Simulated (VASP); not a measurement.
Set up this calculation in VASP 6.6.1, as the native input.

| Quantity | Value |
| --- | --- |
| Task | single point |
| Functional | PBE |
| Potentials or basis | VASP PAW PBE potentials, release 64 (Al) |
| Cutoff | 520 eV |
| k mesh | 19 × 19 × 19 |
| Occupations | fermi-dirac, width 0.05 eV |
| Spin | no spin polarisation |
| Dipole correction | no |
| Further INCAR settings | ALGO = Normal; EDIFF = 1e-06; NBANDS = 8 |

The structure of Al lies in POSCAR:

```
Al
1.0
    0.0000000000      1.7151874225      1.7151874225
    1.7151874225      0.0000000000      1.7151874225
    1.7151874225      1.7151874225      0.0000000000
Al
1
Direct
    0.0000000000      0.0000000000      0.0000000000
```

The input as run:

INCAR

```
PREC     = Accurate       # precision mode
ENCUT    = 520            # plane-wave cutoff, eV
EDIFF    = 1E-6           # SCF threshold, eV
ISMEAR   = -1             # smearing method
SIGMA    = 0.05           # smearing width, eV
LREAL    = False          # projectors in reciprocal space
LASPH    = True           # aspherical terms in the spheres
NELM     = 80             # most SCF steps
ALGO     = Normal         # electronic algorithm
ISIF     = 2              # what is computed and relaxed
LWAVE    = False          # write WAVECAR
LCHARG   = False          # write CHGCAR
GGA      = PE             # functional
NBANDS   = 8              # bands
```

KPOINTS

```
regular mesh
0
Gamma
  19 19 19
```

Potentials or basis: VASP PAW PBE potentials, release 64 (Al).

The run is started by

```console
$ cat potpaw_PBE.64/Al/POTCAR > POTCAR
$ mpirun -np 1 vasp_std > vasp.out
```

Results of the run:

- Pressure: 110.3 GPa

It took 13 s on 1 thread of Intel(R) Xeon(R) Platinum 8259CL CPU @ 2.50GHz (Skylake/Cascade Lake) (shared host), peak memory 0.12 GiB.
